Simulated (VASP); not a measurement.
Here is a VASP 6.6.1 calculation.

Contents of INCAR:

```
SYSTEM = Rh
ALGO = Normal ; EDIFF = 1E-6
ENCUT = 520 ; GGA = PS
ISIF = 2 ; ISMEAR = -1
LASPH = .True. ; LCHARG = .False.
LREAL = .False. ; LWAVE = .False.
NBANDS = 22 ; NELM = 60
PREC = Accurate ; SIGMA = 0.1
```

The input KPOINTS:

```
k-points
0
Gamma
  12 12 7
  0 0 0
```

The input POSCAR:

```
Rh
1.0
    2.7309790000      0.0000000000      0.0000000000
   -1.3654900000      2.3650970000      0.0000000000
    0.0000000000      0.0000000000      4.4284890000
Rh
2
Direct
    0.6666666667      0.3333333333      0.7500000000
    0.3333333333      0.6666666667      0.2500000000
```

Potentials or basis: VASP PAW PBE potentials, release 64 (Rh_pv).

The run is started by

```console
$ cat potpaw_PBE.64/Rh_pv/POTCAR > POTCAR
$ mpirun -np 1 vasp_std > vasp.out
```

Q: Predict the band gap on the k mesh.

A: Zero (band 15 reaches 11.72 eV, above the bottom of band 16 at 9.44 eV).

Q: Predict the pressure.

A: -13.4 GPa.

Stress tensor (GPa, compression positive):
```
-12.90   0.00   0.00
  0.00 -12.90   0.00
  0.00   0.00 -14.31
```

Caveat: the PAW data sets were made with another functional, which shifts forces and pressure a little.
